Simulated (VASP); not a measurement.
Set up this calculation in VASP 6.6.1, as the native input.

* Task: single point
* Functional: PBE
* Potentials or basis: VASP PAW PBE potentials, release 64 (Ni, O)
* Cutoff: 520 eV
* k mesh: 19 × 19 × 19
* Occupations: fermi-dirac, width 0.0612256 eV
* Spin: no spin polarisation
* Dipole correction: no
* Further INCAR settings: ALGO = Normal; EDIFF = 1e-06; NBANDS = 20

The structure of Ni2O (antifluorite type) lies in POSCAR:

```
Ni2O
1.0
    0.0000000000      2.5103363534      2.5103363534
    2.5103363534      0.0000000000      2.5103363534
    2.5103363534      2.5103363534      0.0000000000
Ni O
2 1
Direct
    0.2500000000      0.2500000000      0.2500000000
    0.7500000000      0.7500000000      0.7500000000
    0.0000000000      0.0000000000      0.0000000000
```

One way to write it, as run:

INCAR

```
SYSTEM = Ni2O
ALGO = Normal ; EDIFF = 1E-6
ENCUT = 520 ; GGA = PE
ISIF = 2 ; ISMEAR = -1
LASPH = .True. ; LCHARG = .False.
LREAL = .False. ; LWAVE = .False.
NBANDS = 20 ; NELM = 80
PREC = Accurate ; SIGMA = 0.06122561905347299
```

KPOINTS

```
k-points
0
Gamma
  19 19 19
  0 0 0
```

Potentials or basis: VASP PAW PBE potentials, release 64 (Ni, O).

Launch:

```sh
$ cat potpaw_PBE.64/Ni/POTCAR potpaw_PBE.64/O/POTCAR > POTCAR
$ mpirun -np 1 vasp_std > vasp.out
```

It gave:

- Pressure: 0.0 GPa
- Band gap on the k mesh: zero (bands 13 and 14 overlap by 0.38 eV)

Caveat: the run has no spin polarisation, though such a crystal can be magnetic.

It took 3.9 min on 1 thread of Intel Xeon 8259CL, on a shared host, peak memory 0.26 GiB.
